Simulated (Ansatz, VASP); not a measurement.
## SnO2: VASP beside Ansatz

File INCAR:

```
  ALGO = Normal
  EDIFF = 1E-7
  ENCUT = 520
  GGA = PE
  ISIF = 2
  ISMEAR = 0
  IVDW = 12
  LASPH = T
  LCHARG = F
  LREAL = F
  LWAVE = F
  NBANDS = 35
  NELM = 60
  PREC = Accurate
  SIGMA = 0.05
```

The input KPOINTS:

```
k-points
0
Gamma
  12 12 4
```

Contents of POSCAR:

```
SnO2
1.0
    3.2378326028      0.0000000000      0.0000000000
   -1.6189163014      2.8040452872      0.0000000000
    0.0000000000      0.0000000000     10.4188273583
Sn O
2 4
Direct
   -0.1949598692      0.0000000000      0.5000000000
    0.1949598692      0.0000000000      0.0000000000
    0.4692314443      0.3333333333      0.4017901351
    0.8641018891      0.3333333333      0.0982098649
    0.1358981109      0.6666666667      0.5982098649
    0.5307685557      0.6666666667      0.9017901351
```

Input for Ansatz:

```yaml
crystal:
  lattice:
    - [3.2378326028, 0.0, 0.0]
    - [-1.6189163014, 2.8040452872, 0.0]
    - [0.0, 0.0, 10.4188273583]
  atoms:
    - { symbol: Sn, position: [-0.1949598692, 0.0, 0.5] }
    - { symbol: Sn, position: [0.1949598692, 0.0, 0.0] }
    - { symbol: O, position: [0.4692314443, 0.3333333333, 0.4017901351] }
    - { symbol: O, position: [0.8641018891, 0.3333333333, 0.0982098649] }
    - { symbol: O, position: [0.1358981109, 0.6666666667, 0.5982098649] }
    - { symbol: O, position: [0.5307685557, 0.6666666667, 0.9017901351] }
basis:
  ecutwfc: 520.0
kpoints:
  mp_grid: { grid: [12, 12, 4] }
hamiltonian:
  xc: pbe
  dispersion: d3bj
scf:
  occupations: { method: gaussian, width: 0.05 }
output:
  forces: true
  stress: true
  eigenvalues: true
```

Change from the starting cell: mode 1 frozen in at -0.634 Å, equal normal strain along x, y and z +0.0083.

Alike in both runs: task single point; functional PBE; dispersion D3(BJ); k mesh 12 × 12 × 4; occupations gaussian, width 0.05 eV; no spin polarisation.

```csv
,VASP,Ansatz
version,VASP 6.6.1,Ansatz 0.2.0
potentials or method,"VASP PAW PBE potentials, release 64 (Sn_d, O), cutoff 520 eV","scalar-relativistic, plane waves, PAW"
valence electrons in the cell,52,52
```

VASP gave:

- gap on the k mesh at the Fermi level (eV): 2.02
- least direct gap on the mesh (eV): 2.31
- pressure (GPa): -2.9
- traceless stress, the component that is largest in VASP (GPa): -0.19
- rms of the force components (eV/Å): 0.089

Problem. What did Ansatz give for the same quantities?

Solution. gap on the k mesh at the Fermi level (eV): 2.05; least direct gap on the mesh (eV): 2.33; pressure (GPa): -3.4; traceless stress, the component that is largest in VASP (GPa): -0.36; rms of the force components (eV/Å): 0.111.

Atom by atom the forces differ by 0.025 eV/Å (rms over components).
